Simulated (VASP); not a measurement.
Wanted: the native input for a VASP 6.6.1 run.

```
Task                   : single point
Functional             : PBEsol
Potentials or basis    : VASP PAW PBE potentials, release 64 (Si, C)
Cutoff                 : 520 eV
k mesh                 : 15 × 15 × 8
Occupations            : fermi-dirac, width 0.08 eV
Spin                   : no spin polarisation
Dipole correction      : no
Further INCAR settings : ALGO = Normal; EDIFF = 1e-06; NBANDS = 16
```

The structure of SiC lies in POSCAR:

```
SiC
1.0
    3.0759982064      0.0000000000      0.0000000000
   -1.5379991032      2.6638925888      0.0000000000
    0.0000000000      0.0000000000      4.9470400000
Si C
2 2
Direct
    0.3333333333      0.6666666667      0.0000000000
    0.6666666667      0.3333333333      0.5000000000
    0.3333333333      0.6666666667      0.3850000000
    0.6666666667      0.3333333333      0.8850000000
```

This cell differs from its parent crystal: zz strain of -2 %.

These files were run (other wordings do the same):

INCAR

```
  ALGO = Normal
  EDIFF = 1E-6
  ENCUT = 520
  GGA = PS
  ISIF = 2
  ISMEAR = -1
  LASPH = T
  LCHARG = T
  LELF = T
  LREAL = F
  LVHAR = T
  LWAVE = F
  NBANDS = 16
  NELM = 100
  PREC = Accurate
  SIGMA = 0.08
```

KPOINTS

```
k-points
0
Gamma
  15 15 8
```

Potentials or basis: VASP PAW PBE potentials, release 64 (Si, C).

The run is started by

```bash
$ cat potpaw_PBE.64/Si/POTCAR potpaw_PBE.64/C/POTCAR > POTCAR
$ mpirun -np 1 vasp_std > vasp.out
```

It gave:

```json
{
  "Pressure": "4.9 GPa",
  "Largest force": "0.584 eV/Å",
  "Band gap on the k mesh": "2.09 eV (least direct gap 3.81 eV)"
}
```

Caveat: the cell differs from its parent crystal (zz strain of -2 %); the cell stands under pressure; the PAW data sets were made with another functional, which shifts forces and pressure a little; an odd mesh through Γ misses points on the zone boundary, where band edges can lie.

Wall time 87 s on 1 thread of Intel Xeon 8259CL, with other jobs on the host, peak memory 0.2 GiB.
